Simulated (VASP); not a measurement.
# InPd (P4/mmm) in VASP: a series of runs, part 2 of 2

VASP 6.6.1. Earlier steps stand in the parts before.

### 3 Single point, PBE

This run uses another cell than the first one, of the same volume but with other edges.

INCAR reads:

```
SYSTEM = InPd
  PREC = Accurate
  ENCUT = 520
  EDIFF = 1E-7
  ISMEAR = 0
  SIGMA = 0.15
  LREAL = .FALSE.
  LASPH = .TRUE.
  NELM = 100
  ALGO = Fast
  ISIF = 2
  LWAVE = .FALSE.
  LCHARG = .FALSE.
  GGA = PE
  NBANDS = 18
```

KPOINTS reads:

```
Automatic mesh
0
G
  16 16 16
  0 0 0
```

POSCAR reads:

```
InPd
1.0
    3.6727513771      0.0000000000      0.0000000000
    0.0000000000      3.6727513771      0.0000000000
    0.0000000000      0.0000000000      2.5966352236
In Pd
1 1
Direct
    0.0000000000      0.0000000000      0.0000000000
    0.5000000000      0.5000000000      0.5000000000
```

Potentials or basis: VASP PAW PBE potentials, release 64 (In_d, Pd).

Started as:

```sh
$ cat potpaw_PBE.64/In_d/POTCAR potpaw_PBE.64/Pd/POTCAR > POTCAR
$ mpirun -np 1 vasp_std > vasp.out
```

OUTCAR:

```text
SYSTEM = InPd
   PREC = Accurate
   ENCUT = 520
   EDIFF = 1E-7
   ISMEAR = 0
   LREAL = .FALSE.
   LASPH = .TRUE.
   NELM = 100
   ISIF = 2
   GGA = PE

 ion  position               nearest neighbor table
   1  0.000  0.000  0.000-   2 2.90   2 2.90   2 2.90   2 2.90   2 2.90   2 2.90   2 2.90   2 2.90

   2  0.500  0.500  0.500-   1 2.90   1 2.90   1 2.90   1 2.90   1 2.90   1 2.90   1 2.90   1 2.90

  LATTYP: Found a simple tetragonal cell.
 ALAT       =     3.6727513771
 C/A-ratio  =     0.7070000000

  Lattice vectors:

 A1 = (   3.6727513771,   0.0000000000,   0.0000000000)
 A2 = (   0.0000000000,   3.6727513771,   0.0000000000)
 A3 = (   0.0000000000,   0.0000000000,   2.5966352236)

Analysis of symmetry for initial positions (statically):
=====================================================================
 Subroutine PRICEL returns:
 Original cell was already a primitive cell.

 Routine SETGRP: Setting up the symmetry group for a
 simple tetragonal supercell.

 Subroutine GETGRP returns: Found 16 space group operations
 (whereof 16 operations were pure point group operations)
 out of a pool of 16 trial point group operations.

The static configuration has the point symmetry D_4h.

Analysis of symmetry for dynamics (positions and initial velocities):
=====================================================================
 Subroutine PRICEL returns:
 Original cell was already a primitive cell.

 Routine SETGRP: Setting up the symmetry group for a
 simple tetragonal supercell.

 Subroutine GETGRP returns: Found 16 space group operations
 (whereof 16 operations were pure point group operations)
 out of a pool of 16 trial point group operations.

The dynamic configuration has the point symmetry D_4h.

 Subroutine INISYM returns: Found 16 space group operations
 (whereof 16 operations are pure point group operations),
 and found     1 'primitive' translations

----------------------------------------------------------------------------------------

                                     Primitive cell

  volume of cell :      35.0263

  direct lattice vectors                    reciprocal lattice vectors
     3.672751377  0.000000000  0.000000000     0.272275441  0.000000000  0.000000000
     0.000000000  3.672751377  0.000000000     0.000000000  0.272275441  0.000000000
     0.000000000  0.000000000  2.596635224     0.000000000  0.000000000  0.385113778

  length of vectors
     3.672751377  3.672751377  2.596635224     0.272275441  0.272275441  0.385113778

  position of ions in fractional coordinates (direct lattice)
     0.000000000  0.000000000  0.000000000
     0.500000000  0.500000000  0.500000000

  ion indices of the primitive-cell ions
   primitive index   ion index
                 1           1
                 2           2

----------------------------------------------------------------------------------------

 KPOINTS: Automatic mesh

Automatic generation of k-mesh.
 Grid dimensions read from file:
 generate k-points for:   16   16   16

 Generating k-lattice:

  Cartesian coordinates                     Fractional coordinates (reciprocal lattice)
     0.017017215  0.000000000  0.000000000     0.062500000  0.000000000  0.000000000
     0.000000000  0.017017215  0.000000000     0.000000000  0.062500000  0.000000000
     0.000000000  0.000000000  0.024069611     0.000000000  0.000000000  0.062500000

  Length of vectors
     0.017017215  0.017017215  0.024069611

  Shift w.r.t. Gamma in fractional coordinates (k-lattice)
     0.000000000  0.000000000  0.000000000

 Subroutine IBZKPT returns following result:
 ===========================================

 Found    405 irreducible k-points:

 Following reciprocal coordinates:
            Coordinates               Weight
  0.000000  0.000000  0.000000      1.000000
  0.062500  0.000000  0.000000      4.000000
  0.125000  0.000000  0.000000      4.000000
  0.187500  0.000000  0.000000      4.000000
  0.250000  0.000000  0.000000      4.000000
  0.312500  0.000000  0.000000      4.000000
[... 16 lines left out ...]
  0.437500  0.125000  0.000000      8.000000
  0.500000  0.125000  0.000000      4.000000
 [... further k-points ...]
   k-points           NKPTS =    405   k-points in BZ     NKDIM =    405   number of bands    NBANDS=     18
   number of dos      NEDOS =    301   number of ions     NIONS =      2
   total plane-waves  NPLWV =  15680
   dimension x,y,z NGX =    28 NGY =   28 NGZ =   20
   dimension x,y,z NGXF=    56 NGYF=   56 NGZF=   40
   ions per type =               1   1
   NGX,Y,Z   is equivalent  to a cutoff of  12.67, 12.67, 12.80 a.u.
   NGXF,Y,Z  is equivalent  to a cutoff of  25.35, 25.35, 25.61 a.u.
 SYSTEM =  InPd
   PREC   = accura    normal or accurate (medium, high low for compatibility)
   ISTART =      0    job   : 0-new  1-cont  2-samecut
   ICHARG =      2    charge: 1-file 2-atom 10-const
   ISPIN  =      1    spin polarized calculation?
   LNONCOLLINEAR =      F non collinear calculations
   LSORBIT =      F    spin-orbit coupling
   LASPH  =      T    aspherical Exc in radial PAW
   ENCUT  =  520.0 eV  38.22 Ry    6.18 a.u.   6.83  6.83  4.83*2*pi/ulx,y,z
   NELM   =    100;   NELMIN=  2; NELMDL= -5     # of ELM steps
   EDIFF  = 0.1E-06   stopping-criterion for ELM
   LREAL  =      F    real-space projection
   EDIFFG = 0.1E-05   stopping-criterion for IOM
   NSW    =      0    number of steps for IOM
   IBRION =     -1    ionic relax: 0-MD 1-quasi-New 2-CG
   NFREE  =      0    steps in history (QN), initial steepest desc. (CG)
   ISIF   =      2    stress and relaxation
   ISYM   =      2    0-nonsym 1-usesym 2-fastsym
   POTIM  = 0.5000    time-step for ionic-motion
   TEBEG  =    0.0;   TEEND  =   0.0 temperature during run
   PSTRESS=    0.0 pullay stress
   NELECT =      23.0000    total number of electrons
   NUPDOWN=      -1.0000    fix difference up-down
   EMIN   =  10.00;   EMAX   =-10.00  energy-range for DOS
   EFERMI =   0.00;   METHOD = LEGACY
   ISMEAR =     0;   SIGMA  =   0.15  broadening in eV -4-tet -1-fermi 0-gaus
   EFERMI_NEDOS =   21; number of points for ismear=-14 and -15
   IALGO  =     68    algorithm
   IMIX   =      4    mixing-type and parameters
     AMIX     =   0.40;   BMIX     =  1.00
     AMIX_MAG =   1.60;   BMIX_MAG =  1.00
  volume/ion in A,a.u.               =      17.51       118.18
  Fermi-wavevector in a.u.,A,eV,Ry     =   1.422938  2.688964 27.548447  2.024754
  Thomas-Fermi vector in A             =   2.543589
   LORBIT       =      0    0 simple, 1 ext, 2 COOP (PROOUT), +10 PAW based schemes
   GGA     = PE    functional components
   LHFCALC =     F    Hartree Fock is set to
   AEXX    =    0.0000 exact exchange contribution
   IVDW    =     0    specifies the selected vdW correction
   LEPSILON=     F    determine dielectric tensor
   LRPA    =     F    only Hartree local field effects (RPA)
 non-spin polarized calculation
 RMM-DIIS sequential band-by-band and
 Gauss-broadening in eV      SIGMA  =   0.15
  energy-cutoff  :      520.00
  volume of cell :       35.03
 maximum number of plane-waves:       964
 NGX is ok and might be reduce to    28

 number of electron      23.0000012 magnetization

 Free energy of the ion-electron system (eV)
  ---------------------------------------------------
  ext. energy  EPLUGINS =         0.00000000
  ---------------------------------------------------
  free energy    TOTEN  =        -8.01234273 eV

  energy without entropy =       -8.00375399  energy(sigma->0) =       -8.00804836

 E-fermi :  10.4827     XC(G=0): -12.1901

 val. band max:       10.4826095946   @ k =   0.1875   0.1250   0.0625
 cond. band min:      10.4913443859   @ k =   0.3125   0.0000   0.3125
 fundamental gap:      0.0087347913
 Fermi energy:        10.4827217174

 k-point     1 :       0.0000    0.0000    0.0000
  band No.  band energies     occupation
      1      -5.5878      2.00000
      2      -4.5080      2.00000
      3      -4.3895      2.00000
      4      -4.0033      2.00000
      5      -4.0033      2.00000
      6       0.3330      2.00000
[... 10 lines left out ...]
     17      23.1792      0.00000
     18      23.1792      0.00000

 k-point     2 :       0.0625    0.0000    0.0000
  band No.  band energies     occupation
      1      -5.5871      2.00000
      2      -4.5025      2.00000
      3      -4.3899      2.00000
      4      -4.0040      2.00000
      5      -4.0031      2.00000
      6       0.3814      2.00000
[... 10 lines left out ...]
     17      23.0136      0.00000
     18      23.0259      0.00000
[... 442 lines left out ...]
 k-point    24 :       0.5000    0.1250    0.0000
  band No.  band energies     occupation
      1      -5.5665      2.00000
      2      -4.4162      2.00000
      3      -4.3422      2.00000
      4      -4.0227      2.00000
      5      -4.0017      2.00000
      6       2.7161      2.00000
[... 10 lines left out ...]
     17      26.2791      0.00000
     18      26.7133      0.00000

 [... further k-points ...]
[... 5 lines left out ...]
  --------------------------------------------------------------------------------------
  -------------------------------------------------------------------------------------
  Total       -0.5341146     -0.5341146      9.4996292      0.0000000      0.0000000      0.0000000
  in kB      -24.4315485    -24.4315485    434.5334663      0.0000000      0.0000000      0.0000000
  external PRESSURE =     128.5567898 kB  Pullay stress =       0.0000000 kB

 VOLUME and BASIS-vectors are now :
 -----------------------------------------------------------------------------
  energy-cutoff  :      520.00
  volume of cell :       35.03
      direct lattice vectors                 reciprocal lattice vectors
     3.672751377  0.000000000  0.000000000     0.272275441  0.000000000  0.000000000
     0.000000000  3.672751377  0.000000000     0.000000000  0.272275441  0.000000000
     0.000000000  0.000000000  2.596635224     0.000000000  0.000000000  0.385113778

 POSITION                                       TOTAL-FORCE (eV/Angst)
 -----------------------------------------------------------------------------------
      0.00000      0.00000      0.00000         0.000000      0.000000      0.000000
      1.83638      1.83638      1.29832         0.000000      0.000000      0.000000
 -----------------------------------------------------------------------------------
    total drift:                                0.000000      0.000000      0.000000

  FREE ENERGIE OF THE ION-ELECTRON SYSTEM (eV)
  ---------------------------------------------------
  free  energy   TOTEN  =        -8.0123427294 eV

  energy  without entropy=       -8.0037539878  energy(sigma->0) =       -8.00804836
```

OSZICAR:

```text
N       E                     dE             d eps       ncg     rms          rms(c)
DAV:   1     0.168325100997E+03    0.16833E+03   -0.11134E+04 14968   0.166E+03
DAV:   2     0.107299935614E+01   -0.16725E+03   -0.16049E+03 14830   0.367E+02
DAV:   3    -0.802840963351E+01   -0.91014E+01   -0.90082E+01 16752   0.907E+01
DAV:   4    -0.823360647051E+01   -0.20520E+00   -0.20506E+00 17720   0.122E+01
DAV:   5    -0.824299969116E+01   -0.93932E-02   -0.93924E-02 19864   0.250E+00    0.726E+00
RMM:   6    -0.805710056334E+01    0.18590E+00   -0.27104E-01 16875   0.588E+00    0.376E+00
RMM:   7    -0.801824282440E+01    0.38858E-01   -0.58307E-02 17569   0.242E+00    0.130E+00
RMM:   8    -0.801293169349E+01    0.53111E-02   -0.18048E-02 18460   0.131E+00    0.398E-01
RMM:   9    -0.801225743087E+01    0.67426E-03   -0.26008E-03 21459   0.770E-01    0.174E-01
RMM:  10    -0.801233100904E+01   -0.73578E-04   -0.97650E-04 21069   0.300E-01    0.695E-02
RMM:  11    -0.801234087358E+01   -0.98645E-05   -0.22290E-04 24849   0.125E-01    0.674E-02
RMM:  12    -0.801234335367E+01   -0.24801E-05   -0.41504E-05 23768   0.486E-02    0.141E-01
RMM:  13    -0.801234291018E+01    0.44349E-06   -0.10836E-05 18038   0.328E-02    0.256E-02
RMM:  14    -0.801234280134E+01    0.10884E-06   -0.37470E-06 23864   0.150E-02    0.202E-02
RMM:  15    -0.801234272940E+01    0.71941E-07   -0.62504E-07 14942   0.604E-03
   1 F= -.80123427E+01 E0= -.80080484E+01  d E =-.858874E-02
```

stdout:

```text
POSCAR found type information on POSCAR InPd
 POSCAR found :  2 types and       2 ions
 scaLAPACK will be used
 LDA part: xc-table for (Slater+PW92), standard interpolation
 POSCAR, INCAR and KPOINTS ok, starting setup
 FFT: planning ... GRIDC
 FFT: planning ... GRID_SOFT
 FFT: planning ... GRID
 WAVECAR not read
 entering main loop
WARNING in EDDRMM: call to ZHEGV failed, returncode =   6  3     16
WARNING in EDDRMM: call to ZHEGV failed, returncode =   8  4     16
WARNING in EDDRMM: call to ZHEGV failed, returncode =   8  4     16
WARNING in EDDRMM: call to ZHEGV failed, returncode =   6  3     15
WARNING in EDDRMM: call to ZHEGV failed, returncode =   8  4     16
WARNING in EDDRMM: call to ZHEGV failed, returncode =   8  4     16
WARNING in EDDRMM: call to ZHEGV failed, returncode =   6  3     16
WARNING in EDDRMM: call to ZHEGV failed, returncode =   8  4     17
WARNING in EDDRMM: call to ZHEGV failed, returncode =   8  4     16
WARNING in EDDRMM: call to ZHEGV failed, returncode =   8  4     18
 num prob WARNING in EDDRMM: call to ZHEGV failed, returncode =   8  4     16
WARNING in EDDRMM: call to ZHEGV failed, returncode =   6  3     18
WARNING in EDDRMM: call to ZHEGV failed, returncode =   8  4     17
WARNING in EDDRMM: call to ZHEGV failed, returncode =   8  4     17
WARNING in EDDRMM: call to ZHEGV failed, returncode =   8  4     17
WARNING in EDDRMM: call to ZHEGV failed, returncode =   8  4     17
 num prob  num prob  num prob WARNING in EDDRMM: call to ZHEGV failed, returncode =   8  4     16
 num prob  num prob  num prob  num prob  num prob RMM:  15    -0.801234272940E+01    0.71941E-07   -0.62504E-07 14942   0.604E-03
```

Wall time 2.4 min (1 thread of AMD EPYC 9R14 (Zen 4), shared host); peak memory 0.33 GiB.

Results:

```
Free energy            : -8.0123 eV
Pressure               : 12.9 GPa
Band gap on the k mesh : zero (an odd number of electrons rules out a gap without spin polarisation)
```

Caveat: the cell stands under pressure; spin-orbit coupling is left out, which moves the levels of the heavy elements.
